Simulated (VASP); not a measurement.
A run of VASP 6.6.1 is set up as follows.

The input INCAR:

```
ALGO = Normal
EDIFF = 1E-6
ENCUT = 520
GGA = PE
ISIF = 2
ISMEAR = -1
LASPH = T
LCHARG = F
LREAL = F
LWAVE = F
NBANDS = 20
NELM = 100
PREC = Accurate
SIGMA = 0.05
```

Contents of KPOINTS:

```
k-points
0
Gamma
  6 6 4
```

Contents of POSCAR:

```
SnSe2
1.0
    3.8110000000      0.0000000000      0.0000000000
   -1.9055000000      3.3004228100      0.0000000000
    0.0000000000      0.0000000000      6.0746400000
Sn Se
1 2
Direct
    0.0000000000      0.0000000000      0.0000000000
    0.3333333333      0.6666666667      0.2490000000
    0.6666666667      0.3333333333      0.7510000000
```

Potentials or basis: VASP PAW PBE potentials, release 64 (Sn_d, Se).

The run is started by

```sh
$ cat potpaw_PBE.64/Sn_d/POTCAR potpaw_PBE.64/Se/POTCAR > POTCAR
$ mpirun -np 1 vasp_std > vasp.out
```

**Question.** Predict the largest force.

**Answer.** 0.949 eV/Å.

**Question.** Predict the pressure.

**Answer.** 6.5 GPa.

Stress tensor (GPa, compression positive):
```
5.85 0.00 0.00
0.00 5.85 0.00
0.00 0.00 7.71
```

Caveat: this functional lacks dispersion, which binds the layers, so the pressure and a relaxed spacing across them are unreliable.
